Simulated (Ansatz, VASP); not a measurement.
# Re3I in VASP and in Ansatz

```
Re I
1.0
     4.07391    0.00000    0.00000
     0.00000    4.07391    0.00000
     0.00000    0.00000    4.07391
Re I
3 1
Direct
  0.00000 0.50000 0.50000
  0.50000 0.00000 0.50000
  0.50000 0.50000 0.00000
  0.00000 0.00000 0.00000
```

Alike in both runs: functional PBE; k mesh 4 × 4 × 4; occupations gaussian, width 0.1 eV; collinear spin.

Ansatz relaxed the structure, and its values are those at the end. VASP's run is a single point on that final structure, the one shown.

```csv
,VASP,Ansatz
version,VASP 6.6.1,Ansatz 0.2.0
potentials or method,"VASP PAW PBE potentials, release 64 (Re, I), cutoff 520 eV","scalar-relativistic, plane waves, PAW"
valence electrons in the cell,28,62
```

```tsv
	VASP	Ansatz	Ansatz less VASP
gap on the k mesh at the Fermi level (eV)	none	none	-
pressure (GPa)	-0.2	-0.1	+0.13
net moment per atom (μB)	0.43	0.43	+0.002
size of the moment on the site where the two differ most (μB)	0.53	0.48	-0.045
```

Site moments also hang on the region over which each program counts them. A gap of «none» marks a metal or a gap that the smearing closes. The functional is the same, so the differences come from potentials, cutoffs and numerics. VASP's potentials hold 28 valence electrons a cell and Ansatz's 62, so a difference there can come from the potentials and not from the codes.

The k mesh is coarse, so the values compare programs but aren't converged. Neither program's run includes spin-orbit coupling.
